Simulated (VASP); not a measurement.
**Sn3Se2: single point with PBE**

Sn3Se2:

```
CELL_PARAMETERS angstrom
3.98849 0.00000 0.00000
-1.99425 3.45414 0.00000
0.00000 0.00000 9.97060
ATOMIC_POSITIONS crystal
Sn 0.00000 0.00000 0.00000
Sn 0.66667 0.33333 0.38083
Sn 0.33333 0.66667 0.61917
Se 0.33333 0.66667 0.19344
Se 0.66667 0.33333 0.80656
```

* Program: VASP 6.6.1
* Task: single point
* Functional: PBE
* Potentials or basis: VASP PAW PBE potentials, release 64 (Sn_d, Se)
* Cutoff: 500 eV
* k mesh: 5 × 5 × 2
* Occupations: gaussian, width 0.2 eV
* Spin: no spin polarisation

- Pressure: -0.1 GPa
- Largest force: 0.032 eV/Å
- Band gap on the k mesh: zero (band 27 reaches 8.13 eV, above the bottom of band 28 at 5.40 eV)

Forces in eV/Å, atoms in the order of the input:
```
Sn   0.000  0.000  0.000
Sn   0.000  0.000  0.022
Sn   0.000  0.000 -0.022
Se   0.000  0.000 -0.032
Se   0.000  0.000  0.032
```

Levels at points of the mesh, in eV from the Fermi level:
| k point | band 24 | band 25 | band 26 | band 27 | band 28 | band 29 | band 30 | band 31 |
| --- | --- | --- | --- | --- | --- | --- | --- | --- |
| (0.00, 0.00, 0.00) | -1.87 | -1.65 | -1.53 | 1.89 | 1.91 | 2.36 | 2.36 | 2.43 |
| (0.00, 0.00, 0.50) | -1.83 | -1.83 | 0.08 | 0.52 | 1.90 | 1.90 | 3.44 | 3.44 |

Run time: 25 s on 1 thread of Intel(R) Xeon(R) 6975P-C (Granite Rapids), with other jobs on the host, peak memory 0.25 GiB.

Caveat: the k points lie up to 0.36 Å⁻¹ apart; spin-orbit coupling is left out, which moves the levels of the heavy elements.
